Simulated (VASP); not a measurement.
Runs of VASP 6.6.1 on Bi. The structure is that of space group P4/mmm (No. 123), or close to it. The cells are those of the table. 

```tsv
task	cell	k mesh	cutoff (eV)	gap on the mesh (eV)	pressure (GPa)	relaxed volume (Å³/atom)
single point	a = 2.649, b = 2.649, c = 4.865 Å, 1 atom	6 × 6 × 4	520	none	(a)	-
relaxation of cell and atoms	relaxed from a = 3.199, b = 3.199, c = 3.477 Å, 1 atom	6 × 6 × 6	600	none	0.0	35.28
relaxation of cell and atoms	relaxed from a = 2.649, b = 2.649, c = 4.865 Å, 1 atom	6 × 6 × 4	600	none	0.0	35.60
single point	a = 3.199, b = 3.199, c = 3.477 Å, 1 atom	6 × 6 × 4	520	none	0.0	-
```

Alike in all rows: level PBE; potentials or basis VASP PAW PBE potentials, release 64 (Bi_d); no spin polarisation; smearing gaussian 0.1 eV.

Q: Fill in the values left out.

A: (a) 34.5.

Caveats: some runs use coarse meshes; spin-orbit coupling is left out, which moves the levels of the heavy elements.

A k mesh can miss the band edges, and the runs leave out spin-orbit coupling on Bi.

A gap of «none» marks levels without a gap at the run's occupations.
